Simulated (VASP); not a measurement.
Here is a VASP 6.6.1 calculation.

File INCAR:

```
SYSTEM = HfN
PREC = Accurate
ENCUT = 520
EDIFF = 1E-6
ISMEAR = 0
SIGMA = 0.15
LREAL = .False.
LASPH = .True.
NELM = 60
ALGO = Normal
ISIF = 2
LWAVE = .False.
LCHARG = .True.
GGA = PS
LELF = .True.
LVHAR = .True.
NBANDS = 23
```

KPOINTS

```
regular mesh
0
Gamma
  14 14 10
  0 0 0
```

The input POSCAR:

```
HfN
1.0
    0.0000000000     -2.2508000098     -2.2508000098
    0.0000000000      2.2508000098     -2.2508000098
    4.5016000196      0.0000000000      0.0000000000
Hf N
2 2
Direct
    0.5004252991      0.4995747009      0.5000000000
   -0.0004252991      0.0004252991      0.0000000000
    0.5099298027      0.4900701973      0.0000000000
   -0.0099298027      0.0099298027      0.5000000000
```

Potentials or basis: VASP PAW PBE potentials, release 64 (Hf_pv, N).

Run with:

```sh
$ cat potpaw_PBE.64/Hf_pv/POTCAR potpaw_PBE.64/N/POTCAR > POTCAR
$ mpirun -np 1 vasp_std > vasp.out
```

Task: Predict the band gap on the k mesh.

Result: Zero (band 15 reaches 11.64 eV, above the bottom of band 16 at 4.88 eV).

Task: Predict the pressure.

Result: -1.9 GPa.

Task: Predict the largest force.

Result: 0.597 eV/Å.

Forces in eV/Å, atoms in the order of the input:
```
Hf   0.000  0.319  0.000
Hf   0.000 -0.319  0.000
N    0.000  0.597  0.000
N    0.000 -0.597  0.000
```

Caveat: the cell differs from its parent crystal (mode 4 frozen in at +0.000 Å and mode 11 at -0.045 Å (largest displacements)); the PAW data sets were made with another functional, which shifts forces and pressure a little; spin-orbit coupling is left out, which moves the levels of the heavy elements.
